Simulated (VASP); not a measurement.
The system is YbH3.

```
Yb H
1.0
     0.00000    2.60497    2.60497
     2.60497    0.00000    2.60497
     2.60497    2.60497    0.00000
Yb H
1 3
Direct
  0.01138 0.00823 0.98697
  0.51238 0.47946 0.49317
  0.23732 0.25544 0.25017
  0.75447 0.73757 0.75238
```

Base run:

| Quantity | Value |
| --- | --- |
| Program | VASP 6.6.1 |
| Functional | PBE |
| Potentials or basis | VASP PAW PBE potentials, release 64 (Yb, H) |
| Cutoff | 520 eV |
| k mesh | 6 × 6 × 6 |
| Occupations | gaussian, width 0.005 eV |
| Spin | collinear spin, ferromagnetic start |
| Starting moments | [1.0, 0.0, 0.0, 0.0] μB |

Its results: pressure -6.7 GPa; net moment -0.17 μB per cell; site moments Yb -0.14; H -0.01, -0.00 (each value once) μB; largest force 0.339 eV/Å.

**Question.** The run is repeated on the same cell with these changes: occupations from gaussian, width 0.005 eV to gaussian, width 0.05 eV. What comes out?

**Answer.** Pressure -5.6 GPa; net moment 0.16 μB per cell; site moments Yb +0.13; H +0.00 μB; largest force 0.339 eV/Å.

Caveats: the cell stands under tension.
